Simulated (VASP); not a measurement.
# AlAu: single point with r2SCAN

AlAu:

```
CELL_PARAMETERS angstrom
3.22394 0.00000 0.00000
0.00000 3.22394 0.00000
0.00000 0.00000 3.22394
ATOMIC_POSITIONS crystal
Al 0.00000 0.00000 0.00000
Au 0.50000 0.50000 0.50000
```

| Item | Value |
| --- | --- |
| Program | VASP 6.6.1 |
| Task | single point |
| Functional | r2SCAN |
| Potentials or basis | VASP PAW PBE potentials, release 64 (Al, Au) |
| Cutoff | 520 eV |
| k mesh | 9 × 9 × 9, shifted |
| Occupations | methfessel-paxton, width 0.2 eV |
| Spin | no spin polarisation |

```yaml
Pressure: -5.2 GPa
Band_gap_on_the_k_mesh: zero (band 7 reaches 12.16 eV, above the bottom of band 8 at 8.21 eV)
```

Levels at points of the mesh, in eV from the Fermi level:
| k point | band 4 | band 5 | band 6 | band 7 | band 8 | band 9 | band 10 | band 11 |
| --- | --- | --- | --- | --- | --- | --- | --- | --- |
| (0.50, 0.50, 0.50) | -4.12 | -4.12 | -0.09 | 0.94 | 0.94 | 0.94 | 2.27 | 3.69 |

Run time: 110 s on 1 thread of AMD EPYC 9R45, on a shared host, peak memory 0.12 GiB.

Caveat: the PAW data sets were made with another functional, which shifts forces and pressure a little; spin-orbit coupling is left out, which moves the levels of the heavy elements.
